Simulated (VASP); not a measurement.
# Sc (P6_3/mmc) in VASP: a series of runs, part 3 of 3

VASP 6.6.1. Earlier steps stand in the parts before.

## 5. Single point, r2SCAN

This run uses another cell than the first one, of 25.00 Å³/atom.

Contents of POSCAR:

```
Sc
1.0
    3.3090000000      0.0000000000      0.0000000000
   -1.6545000000      2.8656780000      0.0000000000
    0.0000000000      0.0000000000      5.2733000000
Sc
2
Direct
    0.3333333333      0.6666666667      0.2500000000
    0.6666666667      0.3333333333      0.7500000000
```

Contents of INCAR.step1:

```
SYSTEM = Sc
PREC     = Accurate       ! precision mode
ENCUT    = 520            ! plane-wave cutoff, eV
ISMEAR   = -1             ! smearing method
SIGMA    = 0.1            ! smearing width, eV
LREAL    = .False.        ! projectors in reciprocal space
LASPH    = .True.         ! aspherical terms in the spheres
NELM     = 80             ! most SCF steps
NBANDS   = 18             ! bands
GGA      = PE             ! functional
ALGO     = Normal         ! electronic algorithm
EDIFF    = 1E-4           ! SCF threshold, eV
LWAVE    = .True.         ! write WAVECAR
LCHARG   = .False.        ! write CHGCAR
```

Contents of INCAR.step2:

```
SYSTEM = Sc
PREC     = Accurate       ! precision mode
ENCUT    = 520            ! plane-wave cutoff, eV
EDIFF    = 1E-6           ! SCF threshold, eV
ISMEAR   = -1             ! smearing method
SIGMA    = 0.1            ! smearing width, eV
LREAL    = .False.        ! projectors in reciprocal space
LASPH    = .True.         ! aspherical terms in the spheres
NELM     = 80             ! most SCF steps
ALGO     = Normal         ! electronic algorithm
ISIF     = 2              ! what is computed and relaxed
LWAVE    = .False.        ! write WAVECAR
LCHARG   = .True.         ! write CHGCAR
METAGGA  = R2SCAN         ! meta-GGA
LMIXTAU  = .True.       
LELF     = .True.         ! ELF
LVHAR    = .True.       
NBANDS   = 18             ! bands
ISTART   = 1
```

Contents of KPOINTS:

```
regular mesh
0
Gamma
  10 10 6
  0 0 0
```

Potentials or basis: VASP PAW PBE potentials, release 64 (Sc_sv).

The run is started by

```sh
> cat potpaw_PBE.64/Sc_sv/POTCAR > POTCAR
> cp INCAR.step1 INCAR
> mpirun -np 1 vasp_std > vasp.out
> cp INCAR.step2 INCAR
> mpirun -np 1 vasp_std > vasp.out
```

OUTCAR:

```text
SYSTEM = Sc
   PREC = Accurate
   ENCUT = 520
   EDIFF = 1E-6
   ISMEAR = -1
   LREAL = .False.
   LASPH = .True.
   NELM = 80
   ISIF = 2
   METAGGA = R2SCAN
   ISTART = 1

 ion  position               nearest neighbor table
   1  0.333  0.667  0.250-   2 3.26   2 3.26   2 3.26   2 3.26   2 3.26   2 3.26
   2  0.667  0.333  0.750-   1 3.26   1 3.26   1 3.26   1 3.26   1 3.26   1 3.26

  LATTYP: Found a hexagonal cell.
 ALAT       =     3.3090000000
 C/A-ratio  =     1.5936234512

  Lattice vectors:

 A1 = (   3.3090000000,   0.0000000000,   0.0000000000)
 A2 = (  -1.6545000000,   2.8656780000,   0.0000000000)
 A3 = (   0.0000000000,   0.0000000000,   5.2733000000)

Analysis of symmetry for initial positions (statically):
=====================================================================
 Subroutine PRICEL returns:
 Original cell was already a primitive cell.

 Routine SETGRP: Setting up the symmetry group for a
 hexagonal supercell.

 Subroutine GETGRP returns: Found 24 space group operations
 (whereof 12 operations were pure point group operations)
[... 162 lines left out ...]
  free energy    TOTEN  =       -22.77225125 eV

  energy without entropy =      -22.64919062  energy(sigma->0) =      -22.71072094

 E-fermi :   3.6414     XC(G=0): -10.5446

 val. band max:        3.6255512584   @ k =   0.2000   0.2000   0.0000
 cond. band min:       3.6468572463   @ k =   0.1000   0.1000   0.1667
 fundamental gap:      0.0213059880
 Fermi energy:         3.6414265442

 k-point     1 :       0.0000    0.0000    0.0000
  band No.  band energies     occupation
      1     -47.9176      2.00000
      2     -47.8535      2.00000
      3     -25.7644      2.00000
      4     -25.4173      2.00000
      5     -25.4173      2.00000
      6     -25.3595      2.00000
[... 481 lines left out ...]
      5     -25.5563      2.00000
      6     -25.5031      2.00000
[... 10 lines left out ...]
     17       7.5683      0.00000
     18       7.7399      0.00000

 [... further k-points ...]

------------------------ aborting loop because EDIFF is reached ----------------------------------------

  FORCE on cell =-STRESS in cart. coord.  units (eV):
  Direction    XX          YY          ZZ          XY          YZ          ZX
  --------------------------------------------------------------------------------------
  -------------------------------------------------------------------------------------
  Total        0.2072771      0.2072770     -0.1788523      0.0000000      0.0000000      0.0000000
  in kB        6.6413317      6.6413315     -5.7305772      0.0000000      0.0000000      0.0000000
  external PRESSURE =       2.5173620 kB  Pullay stress =       0.0000000 kB

 VOLUME and BASIS-vectors are now :
 -----------------------------------------------------------------------------
  energy-cutoff  :      520.00
  volume of cell :       50.00
      direct lattice vectors                 reciprocal lattice vectors
     3.309000000  0.000000000  0.000000000     0.302206105  0.174478780  0.000000000
    -1.654500000  2.865678000  0.000000000     0.000000000  0.348957559  0.000000000
     0.000000000  0.000000000  5.273300000     0.000000000  0.000000000  0.189634574

 POSITION                                       TOTAL-FORCE (eV/Angst)
 -----------------------------------------------------------------------------------
     -0.00000      1.91045      1.31832         0.000000     -0.000000      0.000000
      1.65450      0.95523      3.95498        -0.000000      0.000000      0.000000
 -----------------------------------------------------------------------------------
    total drift:                               -0.000000      0.000000     -0.000000

  FREE ENERGIE OF THE ION-ELECTRON SYSTEM (eV)
  ---------------------------------------------------
  free  energy   TOTEN  =       -22.7722512463 eV

  energy  without entropy=      -22.6491906250  energy(sigma->0) =      -22.71072094
```

OUTCAR.step1:

```text
SYSTEM = Sc
   PREC = Accurate
   ENCUT = 520
   ISMEAR = -1
   LREAL = .False.
   LASPH = .True.
[... 728 lines left out ...]
     -0.00000      1.91045      1.31832        -0.000000     -0.000000      0.000000
      1.65450      0.95523      3.95498         0.000000      0.000000      0.000000
 -----------------------------------------------------------------------------------
    total drift:                               -0.000000      0.000000     -0.000000

  FREE ENERGIE OF THE ION-ELECTRON SYSTEM (eV)
  ---------------------------------------------------
  free  energy   TOTEN  =       -12.5602447409 eV

  energy  without entropy=      -12.4300598473  energy(sigma->0) =      -12.49515229
```

OSZICAR.step1:

```text
N       E                     dE             d eps       ncg     rms          rms(c)
DAV:   1     0.362633630697E+03    0.36263E+03   -0.10900E+04  2016   0.129E+03
DAV:   2     0.691674973035E+01   -0.35572E+03   -0.34821E+03  2472   0.547E+02
DAV:   3    -0.135565730866E+02   -0.20473E+02   -0.19770E+02  3350   0.156E+02
DAV:   4    -0.139736116033E+02   -0.41704E+00   -0.41521E+00  3096   0.204E+01
DAV:   5    -0.139778213374E+02   -0.42097E-02   -0.42033E-02  3464   0.220E+00    0.748E+00
DAV:   6    -0.127278931769E+02    0.12499E+01   -0.28834E+00  2650   0.186E+01    0.223E+00
DAV:   7    -0.125717464149E+02    0.15615E+00   -0.71671E-01  2702   0.840E+00    0.884E-01
DAV:   8    -0.125620954390E+02    0.96510E-02   -0.34764E-02  2682   0.233E+00    0.267E-01
DAV:   9    -0.125602292686E+02    0.18662E-02   -0.10144E-02  2708   0.103E+00    0.215E-02
DAV:  10    -0.125602447409E+02   -0.15472E-04   -0.10635E-04  1878   0.164E-01
   1 F= -.12560245E+02 E0= -.12495152E+02  d E =-.130185E+00
```

Wall time 2 min (1 thread of AMD EPYC 9R45 (Zen 5), shared host); peak memory 0.17 GiB.

What came out:

```yaml
Free_energy: -22.7723 eV
Pressure: 0.3 GPa
Band_gap_on_the_k_mesh: zero (bands 11 and 12 overlap by 1.45 eV)
```

Caveat: the PAW data sets were made with another functional, which shifts forces and pressure a little.

## 6. Single point, r2SCAN

This run uses another cell than the first one, of 25.50 Å³/atom.

Contents of POSCAR:

```
Sc
1.0
    3.3309145459      0.0000000000      0.0000000000
   -1.6654572730      2.8846565531      0.0000000000
    0.0000000000      0.0000000000      5.3082235343
Sc
2
Direct
    0.3333333333      0.6666666667      0.2500000000
    0.6666666667      0.3333333333      0.7500000000
```

Contents of INCAR.step1:

```
ALGO = Normal ; EDIFF = 1E-4
ENCUT = 520 ; GGA = PE
ISMEAR = -1 ; LASPH = True
LCHARG = False ; LREAL = False
LWAVE = True ; NBANDS = 18
NELM = 100 ; PREC = Accurate
SIGMA = 0.1
```

Contents of INCAR.step2:

```
ALGO = Normal ; EDIFF = 1E-6
ENCUT = 520 ; ISIF = 2
ISMEAR = -1 ; ISTART = 1
LASPH = True ; LCHARG = True
LELF = True ; LMIXTAU = True
LREAL = False ; LVHAR = True
LWAVE = False ; METAGGA = R2SCAN
NBANDS = 18 ; NELM = 100
PREC = Accurate ; SIGMA = 0.1
```

Contents of KPOINTS:

```
k-points
0
Gamma
  10 10 6
```

Potentials or basis: VASP PAW PBE potentials, release 64 (Sc_sv).

The run is started by

```sh
> cat potpaw_PBE.64/Sc_sv/POTCAR > POTCAR
> cp INCAR.step1 INCAR
> mpirun -np 1 vasp_std > vasp.out
> cp INCAR.step2 INCAR
> mpirun -np 1 vasp_std > vasp.out
```

Run time: 2.2 min. Hardware: 1 thread of AMD EPYC 9R45 (Zen 5), shared host; peak memory 0.17 GiB.

It converged, with:

| Item | Value |
| --- | --- |
| Free energy | -22.7707 eV |
| Pressure | -0.8 GPa |
| Band gap on the k mesh | zero (bands 11 and 12 overlap by 1.43 eV) |

Stress tensor (GPa, compression positive):
```
-0.45  0.00  0.00
 0.00 -0.45  0.00
 0.00  0.00 -1.54
```

Levels at points of the mesh, in eV from the Fermi level:
| k point | band 9 | band 10 | band 11 | band 12 | band 13 | band 14 |
| --- | --- | --- | --- | --- | --- | --- |
| (0.00, 0.00, 0.00) | -5.44 | -1.69 | 0.21 | 1.78 | 1.78 | 1.91 |
| (0.50, 0.00, 0.00) | -1.67 | -1.09 | -0.66 | -0.37 | 1.29 | 1.60 |
| (0.00, 0.00, 0.50) | -3.90 | -3.90 | 0.99 | 0.99 | 1.73 | 1.73 |
| (0.50, 0.00, 0.50) | -1.48 | -1.48 | 0.02 | 0.02 | 1.25 | 1.25 |

Caveat: the PAW data sets were made with another functional, which shifts forces and pressure a little.

## 7. Summary

```tsv
cell	gap on the mesh (eV)	pressure (GPa)
a = 3.241, b = 3.241, c = 5.166 Å, angles 90.0, 90.0, 120.0°, 2 atoms	none	4.1
a = 3.264, b = 3.264, c = 5.202 Å, angles 90.0, 90.0, 120.0°, 2 atoms	none	2.7
a = 3.287, b = 3.287, c = 5.238 Å, angles 90.0, 90.0, 120.0°, 2 atoms	none	1.4
a = 3.309, b = 3.309, c = 5.273 Å, angles 90.0, 90.0, 120.0°, 2 atoms	none	0.3
a = 3.331, b = 3.331, c = 5.308 Å, angles 90.0, 90.0, 120.0°, 2 atoms	none	-0.8
```

Alike in all rows: task single point; level r2SCAN; potentials or basis VASP PAW PBE potentials, release 64 (Sc_sv); no spin polarisation; k mesh 10 × 10 × 6; cutoff (eV) 520; smearing fermi-dirac 0.1 eV.

Caveats: the PAW data sets were made with another functional, which shifts forces and pressure a little; the cell stands under pressure (at least some runs).

Total energies depend on the potentials used, so only differences within one code and one set of settings carry meaning.
